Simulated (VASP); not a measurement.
# TiB2 in VASP: a series of runs

The runs below take TiB2 through single point, with PBEsol.

Program: VASP 6.6.1. These are calculated values, not measurements. Logs are shortened: lines on timing, memory, paths and dates and some standing lists are left out, and cuts for length are marked.

**1. The cell of the first run**

Symmetry: P6/mmm, No. 191, hexagonal system. Conventional cell: a = 3.029 Å, b = 3.029 Å, c = 3.261 Å, α = 90.00°, β = 90.00°, γ = 120.00°. Ti (site symmetry 6/mmm) has 12 B at 2.39 Å and 6 Ti at 3.03 Å within 3.2 Å. B (site symmetry -6m2) has 3 B at 1.75 Å within 2.3 Å.

**2. Single point, PBEsol (zz strain of +1 %)**

File INCAR:

```
PREC = Accurate ; ENCUT = 520
EDIFF = 1E-7 ; ISMEAR = -1
SIGMA = 0.03 ; LREAL = False
LASPH = True ; NELM = 100
ALGO = Normal ; ISIF = 2
LWAVE = False ; LCHARG = False
GGA = PS ; NBANDS = 16
```

File KPOINTS:

```
regular mesh
0
Gamma
  14 14 11
```

File POSCAR:

```
TiB2
1.0
    3.0291982016      0.0000000000      0.0000000000
   -1.5145991008      2.6233625957      0.0000000000
    0.0000000000      0.0000000000      3.2606840000
Ti B
1 2
Direct
    0.0000000000      0.0000000000      0.0000000000
    0.3333333333      0.6666666667      0.5000000000
    0.6666666667      0.3333333333      0.5000000000
```

Potentials or basis: VASP PAW PBE potentials, release 64 (Ti_sv, B).

The run is started by

```sh
$ cat potpaw_PBE.64/Ti_sv/POTCAR potpaw_PBE.64/B/POTCAR > POTCAR
$ mpirun -np 1 vasp_std > vasp.out
```

OUTCAR:

```text
PREC = Accurate
   ENCUT = 520
   EDIFF = 1E-7
   ISMEAR = -1
   LREAL = False
   LASPH = True
   NELM = 100
   ISIF = 2
   GGA = PS

 ion  position               nearest neighbor table
   1  0.000  0.000  0.000-   2 2.39   3 2.39   2 2.39   3 2.39   3 2.39   3 2.39   2 2.39   2 2.39
                             3 2.39   3 2.39   2 2.39   2 2.39
   2  0.333  0.667  0.500-   3 1.75   3 1.75   3 1.75   1 2.39   1 2.39   1 2.39   1 2.39   1 2.39
                             1 2.39
   3  0.667  0.333  0.500-   2 1.75   2 1.75   2 1.75   1 2.39   1 2.39   1 2.39   1 2.39   1 2.39
                             1 2.39

  LATTYP: Found a hexagonal cell.
 ALAT       =     3.0291982016
 C/A-ratio  =     1.0764181750

  Lattice vectors:

 A1 = (   3.0291982016,   0.0000000000,   0.0000000000)
 A2 = (  -1.5145991008,   2.6233625957,   0.0000000000)
 A3 = (   0.0000000000,   0.0000000000,   3.2606840000)

Analysis of symmetry for initial positions (statically):
=====================================================================
 Subroutine PRICEL returns:
 Original cell was already a primitive cell.

 Routine SETGRP: Setting up the symmetry group for a
 hexagonal supercell.

 Subroutine GETGRP returns: Found 24 space group operations
 (whereof 24 operations were pure point group operations)
 out of a pool of 24 trial point group operations.

The static configuration has the point symmetry D_6h.

Analysis of symmetry for dynamics (positions and initial velocities):
=====================================================================
 Subroutine PRICEL returns:
 Original cell was already a primitive cell.

 Routine SETGRP: Setting up the symmetry group for a
 hexagonal supercell.

 Subroutine GETGRP returns: Found 24 space group operations
 (whereof 24 operations were pure point group operations)
 out of a pool of 24 trial point group operations.

The dynamic configuration has the point symmetry D_6h.

 Subroutine INISYM returns: Found 24 space group operations
 (whereof 24 operations are pure point group operations),
 and found     1 'primitive' translations

----------------------------------------------------------------------------------------

                                     Primitive cell

  volume of cell :      25.9116

  direct lattice vectors                    reciprocal lattice vectors
     3.029198202  0.000000000  0.000000000     0.330120360  0.190595079  0.000000000
    -1.514599101  2.623362596  0.000000000     0.000000000  0.381190157  0.000000000
     0.000000000  0.000000000  3.260684000     0.000000000  0.000000000  0.306684119

  length of vectors
     3.029198202  3.029198202  3.260684000     0.381190157  0.381190157  0.306684119

  position of ions in fractional coordinates (direct lattice)
     0.000000000  0.000000000  0.000000000
     0.333333333  0.666666667  0.500000000
     0.666666667  0.333333333  0.500000000

  ion indices of the primitive-cell ions
   primitive index   ion index
                 1           1
                 2           2
                 3           3

----------------------------------------------------------------------------------------

 KPOINTS: regular mesh

Automatic generation of k-mesh.
 Grid dimensions read from file:
 generate k-points for:   14   14   11

 Generating k-lattice:

  Cartesian coordinates                     Fractional coordinates (reciprocal lattice)
     0.023580026  0.013613934  0.000000000     0.071428571  0.000000000  0.000000000
     0.000000000  0.027227868  0.000000000     0.000000000  0.071428571  0.000000000
     0.000000000  0.000000000  0.027880374     0.000000000  0.000000000  0.090909091

  Length of vectors
     0.027227868  0.027227868  0.027880374

  Shift w.r.t. Gamma in fractional coordinates (k-lattice)
     0.000000000  0.000000000  0.000000000

 Subroutine IBZKPT returns following result:
 ===========================================

 Found    144 irreducible k-points:

 Following reciprocal coordinates:
            Coordinates               Weight
  0.000000  0.000000  0.000000      1.000000
  0.071429  0.000000  0.000000      6.000000
  0.142857  0.000000  0.000000      6.000000
  0.214286  0.000000  0.000000      6.000000
  0.285714  0.000000  0.000000      6.000000
  0.357143  0.000000  0.000000      6.000000
[... 16 lines left out ...]
  0.285714  0.285714  0.000000      6.000000
  0.357143  0.285714  0.000000      6.000000
 [... further k-points ...]
   k-points           NKPTS =    144   k-points in BZ     NKDIM =    144   number of bands    NBANDS=     16
   number of dos      NEDOS =    301   number of ions     NIONS =      3
   total plane-waves  NPLWV =  13824
   dimension x,y,z NGX =    24 NGY =   24 NGZ =   24
   dimension x,y,z NGXF=    48 NGYF=   48 NGZF=   48
   ions per type =               1   2
   NGX,Y,Z   is equivalent  to a cutoff of  13.17, 13.17, 12.24 a.u.
   NGXF,Y,Z  is equivalent  to a cutoff of  26.34, 26.34, 24.47 a.u.
 SYSTEM =  unknown system
   PREC   = accura    normal or accurate (medium, high low for compatibility)
   ISTART =      0    job   : 0-new  1-cont  2-samecut
   ICHARG =      2    charge: 1-file 2-atom 10-const
   ISPIN  =      1    spin polarized calculation?
   LNONCOLLINEAR =      F non collinear calculations
   LSORBIT =      F    spin-orbit coupling
   LASPH  =      T    aspherical Exc in radial PAW
   ENCUT  =  520.0 eV  38.22 Ry    6.18 a.u.   5.63  5.63  6.06*2*pi/ulx,y,z
   NELM   =    100;   NELMIN=  2; NELMDL= -5     # of ELM steps
   EDIFF  = 0.1E-06   stopping-criterion for ELM
   LREAL  =      F    real-space projection
   EDIFFG = 0.1E-05   stopping-criterion for IOM
   NSW    =      0    number of steps for IOM
   IBRION =     -1    ionic relax: 0-MD 1-quasi-New 2-CG
   NFREE  =      0    steps in history (QN), initial steepest desc. (CG)
   ISIF   =      2    stress and relaxation
   ISYM   =      2    0-nonsym 1-usesym 2-fastsym
   POTIM  = 0.5000    time-step for ionic-motion
   TEBEG  =    0.0;   TEEND  =   0.0 temperature during run
   PSTRESS=    0.0 pullay stress
   NELECT =      18.0000    total number of electrons
   NUPDOWN=      -1.0000    fix difference up-down
   EMIN   =  10.00;   EMAX   =-10.00  energy-range for DOS
   EFERMI =   0.00;   METHOD = LEGACY
   ISMEAR =    -1;   SIGMA  =   0.03  broadening in eV -4-tet -1-fermi 0-gaus
   EFERMI_NEDOS =   21; number of points for ismear=-14 and -15
   IALGO  =     38    algorithm
   IMIX   =      4    mixing-type and parameters
     AMIX     =   0.40;   BMIX     =  1.00
     AMIX_MAG =   1.60;   BMIX_MAG =  1.00
  volume/ion in A,a.u.               =       8.64        58.29
  Fermi-wavevector in a.u.,A,eV,Ry     =   1.449887  2.739889 28.601782  2.102172
  Thomas-Fermi vector in A             =   2.567562
   LORBIT       =      0    0 simple, 1 ext, 2 COOP (PROOUT), +10 PAW based schemes
   GGA     = PS    functional components
   LHFCALC =     F    Hartree Fock is set to
   AEXX    =    0.0000 exact exchange contribution
   IVDW    =     0    specifies the selected vdW correction
   LEPSILON=     F    determine dielectric tensor
   LRPA    =     F    only Hartree local field effects (RPA)
 non-spin polarized calculation
  energy-cutoff  :      520.00
  volume of cell :       25.91
 maximum number of plane-waves:       721
 NGX is ok and might be reduce to    24
   NGX = 11   NGY = 11   NGZ = 13

 number of electron      18.0000005 magnetization

 Free energy of the ion-electron system (eV)
  ---------------------------------------------------
  ext. energy  EPLUGINS =         0.00000000
  ---------------------------------------------------
  free energy    TOTEN  =       -25.76982571 eV

  energy without entropy =      -25.76882323  energy(sigma->0) =      -25.76932447

 E-fermi :   9.8282     XC(G=0): -12.8221

 val. band max:        9.8224550159   @ k =   0.0714   0.0000   0.2727
 cond. band min:       9.8723791666   @ k =   0.0714   0.0000   0.3636
 fundamental gap:      0.0499241508
 Fermi energy:         9.8281688580

 k-point     1 :       0.0000    0.0000    0.0000
  band No.  band energies     occupation
      1     -46.9422      2.00000
      2     -23.4077      2.00000
      3     -23.0753      2.00000
      4     -23.0753      2.00000
      5      -3.6318      2.00000
      6       7.2896      2.00000
[... 8 lines left out ...]
     15      15.5980      0.00000
     16      16.8506      0.00000

 k-point     2 :       0.0714    0.0000    0.0000
  band No.  band energies     occupation
      1     -46.9394      2.00000
      2     -23.4042      2.00000
      3     -23.0960      2.00000
      4     -23.0799      2.00000
      5      -3.5337      2.00000
      6       7.0035      2.00000
[... 8 lines left out ...]
     15      16.1976      0.00000
     16      17.1570      0.00000

 k-point     3 :       0.1429    0.0000    0.0000
  band No.  band energies     occupation
      1     -46.9318      2.00000
      2     -23.3945      2.00000
      3     -23.1539      2.00000
      4     -23.0931      2.00000
      5      -3.2437      2.00000
      6       6.2401      2.00000
[... 8 lines left out ...]
     15      17.4945      0.00000
     16      18.0608      0.00000

 k-point     4 :       0.2143    0.0000    0.0000
  band No.  band energies     occupation
      1     -46.9207      2.00000
      2     -23.3805      2.00000
      3     -23.2366      2.00000
      4     -23.1120      2.00000
      5      -2.7730      2.00000
      6       5.1984      2.00000
[... 8 lines left out ...]
     15      17.4675      0.00000
     16      18.8408      0.00000
[... 324 lines left out ...]
 k-point    22 :       0.3571    0.2143    0.0000
  band No.  band energies     occupation
      1     -46.8825      2.00000
      2     -23.4253      2.00000
      3     -23.3322      2.00000
      4     -23.2669      2.00000
      5       0.5812      2.00000
      6       1.5966      2.00000
[... 8 lines left out ...]
     15      18.5709      0.00000
     16      19.8937      0.00000

 k-point    23 :       0.2857    0.2857    0.0000
  band No.  band energies     occupation
      1     -46.8819      2.00000
      2     -23.4021      2.00000
      3     -23.3315      2.00000
      4     -23.2961      2.00000
      5       0.5067      2.00000
      6       2.1865      2.00000
[... 8 lines left out ...]
     15      18.9959      0.00000
     16      20.3638      0.00000

 k-point    24 :       0.3571    0.2857    0.0000
  band No.  band energies     occupation
      1     -46.8802      2.00000
      2     -23.3881      2.00000
      3     -23.3293      2.00000
      4     -23.3256      2.00000
      5       1.3212      2.00000
      6       1.5469      2.00000
[... 8 lines left out ...]
     15      19.4051      0.00000
     16      20.2246      0.00000

 [... further k-points ...]

------------------------ aborting loop because EDIFF is reached ----------------------------------------

  FORCE on cell =-STRESS in cart. coord.  units (eV):
  Direction    XX          YY          ZZ          XY          YZ          ZX
  --------------------------------------------------------------------------------------
  -------------------------------------------------------------------------------------
  Total       -0.7637800     -0.7637800     -1.7904247      0.0000000      0.0000000     -0.0000000
  in kB      -47.2263265    -47.2263265   -110.7061948      0.0000000      0.0000000     -0.0000000
  external PRESSURE =     -68.3862826 kB  Pullay stress =       0.0000000 kB

 VOLUME and BASIS-vectors are now :
 -----------------------------------------------------------------------------
  energy-cutoff  :      520.00
  volume of cell :       25.91
      direct lattice vectors                 reciprocal lattice vectors
     3.029198202  0.000000000  0.000000000     0.330120360  0.190595079  0.000000000
    -1.514599101  2.623362596  0.000000000     0.000000000  0.381190157  0.000000000
     0.000000000  0.000000000  3.260684000     0.000000000  0.000000000  0.306684119

 POSITION                                       TOTAL-FORCE (eV/Angst)
 -----------------------------------------------------------------------------------
      0.00000      0.00000      0.00000         0.000000     -0.000000      0.000000
     -0.00000      1.74891      1.63034         0.000000      0.000000      0.000000
      1.51460      0.87445      1.63034        -0.000000     -0.000000      0.000000
 -----------------------------------------------------------------------------------
    total drift:                               -0.000000      0.000000      0.000000

  FREE ENERGIE OF THE ION-ELECTRON SYSTEM (eV)
  ---------------------------------------------------
  free  energy   TOTEN  =       -25.7698257120 eV

  energy  without entropy=      -25.7688232312  energy(sigma->0) =      -25.76932447
```

It used 44 s of CPU time on 1 thread of AMD EPYC 7R13 Processor (Zen 3), with other jobs on the host.

What came out:

* Free energy: -25.7698 eV
* Pressure: -6.8 GPa
* Band gap on the k mesh: zero (band 9 reaches 10.26 eV, above the bottom of band 10 at 9.69 eV)

Levels at points of the mesh, in eV from the Fermi level:
| k point | band 6 | band 7 | band 8 | band 9 | band 10 | band 11 | band 12 | band 13 |
| --- | --- | --- | --- | --- | --- | --- | --- | --- |
| (0.00, 0.00, 0.00) | -2.54 | -2.54 | -2.45 | -2.18 | 1.83 | 1.83 | 3.54 | 3.54 |
| (0.50, 0.00, 0.00) | -9.18 | -3.30 | -3.24 | -2.29 | 1.27 | 2.72 | 3.18 | 3.27 |

Caveat: the cell differs from its parent crystal (zz strain of +1 %); the PAW data sets were made with another functional, which shifts forces and pressure a little.

**3. Single point, PBEsol (zz strain of +2 %)**

File INCAR:

```
ALGO = Normal
EDIFF = 1E-6
ENCUT = 520
GGA = PS
ISIF = 2
ISMEAR = -1
LASPH = T
LCHARG = F
LREAL = F
LWAVE = F
NBANDS = 16
NELM = 60
PREC = Accurate
SIGMA = 0.03
```

File KPOINTS:

```
k-points
0
Gamma
  14 14 11
```

POSCAR, as its differences from that of step 2:

```diff
@@ -4,3 +4,3 @@
    -1.5145991008      2.6233625957      0.0000000000
-    0.0000000000      0.0000000000      3.2606840000
+    0.0000000000      0.0000000000      3.2929680000
 Ti B
```

Potentials or basis: VASP PAW PBE potentials, release 64 (Ti_sv, B).

The run is started by

```sh
$ cat potpaw_PBE.64/Ti_sv/POTCAR potpaw_PBE.64/B/POTCAR > POTCAR
$ mpirun -np 1 vasp_std > vasp.out
```

It used 38 s of CPU time on 1 thread of AMD EPYC 7R13 Processor (Zen 3), on a shared host.

Results (log left out):

* Free energy: -25.7490 eV
* Pressure: -8.7 GPa
* Band gap on the k mesh: zero (band 9 reaches 10.07 eV, above the bottom of band 10 at 9.59 eV)

Stress tensor (GPa, compression positive):
```
 -5.50   0.00   0.00
  0.00  -5.50   0.00
  0.00   0.00 -15.12
```

Levels at points of the mesh, in eV from the Fermi level:
```tsv
k point	band 5	band 6	band 7	band 8	band 9	band 10	band 11	band 12	band 13	band 14
(0.00, 0.00, 0.00)	-13.41	-2.54	-2.45	-2.45	-2.18	1.80	1.80	3.45	3.45	5.81
(0.50, 0.00, 0.00)	-9.28	-9.14	-3.33	-3.20	-2.25	1.24	2.72	3.15	3.20	7.11
```

Caveat: the cell differs from its parent crystal (zz strain of +2 %); the PAW data sets were made with another functional, which shifts forces and pressure a little.

**4. Single point, PBEsol (equal xy, yz and zx shear strains of +1 %)**

File INCAR:

```
PREC     = Accurate       # precision mode
ENCUT    = 520            # plane-wave cutoff, eV
EDIFF    = 1E-6           # SCF threshold, eV
ISMEAR   = -1             # smearing method
SIGMA    = 0.03           # smearing width, eV
LREAL    = False          # projectors in reciprocal space
LASPH    = True           # aspherical terms in the spheres
NELM     = 60             # most SCF steps
ALGO     = Normal         # electronic algorithm
ISIF     = 2              # what is computed and relaxed
LWAVE    = False          # write WAVECAR
LCHARG   = False          # write CHGCAR
GGA      = PS             # functional
NBANDS   = 16             # bands
```

File KPOINTS:

```
regular mesh
0
Gamma
  14 14 11
```

File POSCAR:

```
TiB2
1.0
    3.0291982016      0.0151459910      0.0151459910
   -1.5014822878      2.6157896002      0.0055438175
    0.0161420000      0.0161420000      3.2284000000
Ti B
1 2
Direct
    0.0000000000      0.0000000000      0.0000000000
    0.3333333333      0.6666666667      0.5000000000
    0.6666666667      0.3333333333      0.5000000000
```

The run is started by

```sh
$ cat potpaw_PBE.64/Ti_sv/POTCAR potpaw_PBE.64/B/POTCAR > POTCAR
$ mpirun -np 1 vasp_std > vasp.out
```

Wall time 12 min (1 thread of AMD EPYC 7R13, shared host); peak memory 0.48 GiB.

Results (log left out):

```
Free energy            : -25.7776 eV
Pressure               : -4.7 GPa
Largest force          : 0.033 eV/Å
Band gap on the k mesh : zero (band 9 reaches 10.34 eV, above the bottom of band 10 at 9.75 eV)
```

Forces on the atoms (eV/Å):
```
Ti   0.000  0.000  0.000
B   -0.033  0.002 -0.001
B    0.033 -0.002  0.001
```

Stress tensor (GPa, compression positive):
```
-3.68 -2.92 -2.55
-2.92 -3.69 -2.54
-2.55 -2.54 -6.64
```

Levels at points of the mesh, in eV from the Fermi level:
| k point | band 6 | band 7 | band 8 | band 9 | band 10 | band 11 | band 12 | band 13 |
| --- | --- | --- | --- | --- | --- | --- | --- | --- |
| (0.00, 0.00, 0.00) | -2.67 | -2.58 | -2.33 | -2.17 | 1.85 | 1.87 | 3.64 | 3.68 |
| (0.50, 0.00, 0.00) | -9.26 | -3.27 | -3.20 | -2.29 | 1.33 | 2.72 | 3.22 | 3.38 |
| (0.00, 0.50, 0.00) | -9.21 | -3.27 | -3.26 | -2.32 | 1.30 | 2.73 | 3.22 | 3.35 |
| (0.50, 0.50, 0.00) | -9.15 | -3.35 | -3.24 | -2.34 | 1.27 | 2.75 | 3.20 | 3.33 |

Caveat: the cell differs from its parent crystal (equal xy, yz and zx shear strains of +1 %); the PAW data sets were made with another functional, which shifts forces and pressure a little.

**5. Single point, PBEsol (equal xy, yz and zx shear strains of +2 %)**

File INCAR:

```
SYSTEM = TiB2
ALGO = Normal ; EDIFF = 1E-6
ENCUT = 520 ; GGA = PS
ISIF = 2 ; ISMEAR = -1
LASPH = .TRUE. ; LCHARG = .FALSE.
LREAL = .FALSE. ; LWAVE = .FALSE.
NBANDS = 16 ; NELM = 80
PREC = Accurate ; SIGMA = 0.03
```

File KPOINTS:

```
k-points
0
G
  14 14 11
  0 0 0
```

File POSCAR:

```
TiB2
1.0
    3.0291982016      0.0302919820      0.0302919820
   -1.4883654748      2.6082166047      0.0110876350
    0.0322840000      0.0322840000      3.2284000000
Ti B
1 2
Direct
    0.0000000000      0.0000000000      0.0000000000
    0.3333333333      0.6666666667      0.5000000000
    0.6666666667      0.3333333333      0.5000000000
```

The run is started by

```sh
$ cat potpaw_PBE.64/Ti_sv/POTCAR potpaw_PBE.64/B/POTCAR > POTCAR
$ mpirun -np 1 vasp_std > vasp.out
```

It took 11 min on 1 thread of AMD EPYC 7R13, shared host; peak memory 0.48 GiB.

Results (log left out):

* Free energy: -25.7588 eV
* Pressure: -4.4 GPa
* Largest force: 0.070 eV/Å
* Band gap on the k mesh: zero (band 9 reaches 10.29 eV, above the bottom of band 10 at 9.70 eV)

Forces in eV/Å, atoms in the order of the input:
```
Ti   0.000  0.000  0.000
B   -0.070  0.007 -0.003
B    0.070 -0.007  0.003
```

Stress tensor (GPa, compression positive):
```
-3.42 -5.76 -5.02
-5.76 -3.46 -5.01
-5.02 -5.01 -6.36
```

Levels at points of the mesh, in eV from the Fermi level:
```tsv
k point	band 6	band 7	band 8	band 9	band 10	band 11	band 12	band 13
(0.00, 0.00, 0.00)	-2.71	-2.53	-2.32	-2.16	1.83	1.88	3.63	3.71
(0.50, 0.00, 0.00)	-9.31	-3.29	-3.12	-2.25	1.37	2.71	3.24	3.39
(0.00, 0.50, 0.00)	-9.20	-3.27	-3.25	-2.31	1.30	2.72	3.24	3.36
(0.50, 0.50, 0.00)	-9.09	-3.41	-3.22	-2.36	1.24	2.76	3.22	3.31
```

Caveat: the cell differs from its parent crystal (equal xy, yz and zx shear strains of +2 %); the PAW data sets were made with another functional, which shifts forces and pressure a little.

**6. The runs side by side**

| cell | gap on the mesh (eV) | pressure (GPa) | largest force (eV/Å) |
| --- | --- | --- | --- |
| a = 3.029, b = 3.029, c = 3.261 Å, angles 90.0, 90.0, 120.0°, 3 atoms | none | -6.8 | - |
| a = 3.029, b = 3.029, c = 3.293 Å, angles 90.0, 90.0, 120.0°, 3 atoms | none | -8.7 | - |
| a = 3.029, b = 3.016, c = 3.228 Å, angles 89.8, 89.4, 119.6°, 3 atoms | none | -4.7 | 0.03 |
| a = 3.030, b = 3.003, c = 3.229 Å, angles 89.6, 88.8, 119.1°, 3 atoms | none | -4.4 | 0.07 |

Alike in all rows: task single point; level PBEsol; potentials or basis VASP PAW PBE potentials, release 64 (Ti_sv, B); no spin polarisation; k mesh 14 × 14 × 11; cutoff (eV) 520; smearing fermi-dirac 0.03 eV.

Caveats: the PAW data sets were made with another functional, which shifts forces and pressure a little.

Total energies depend on the potentials used, so only differences within one code and one set of settings carry meaning.
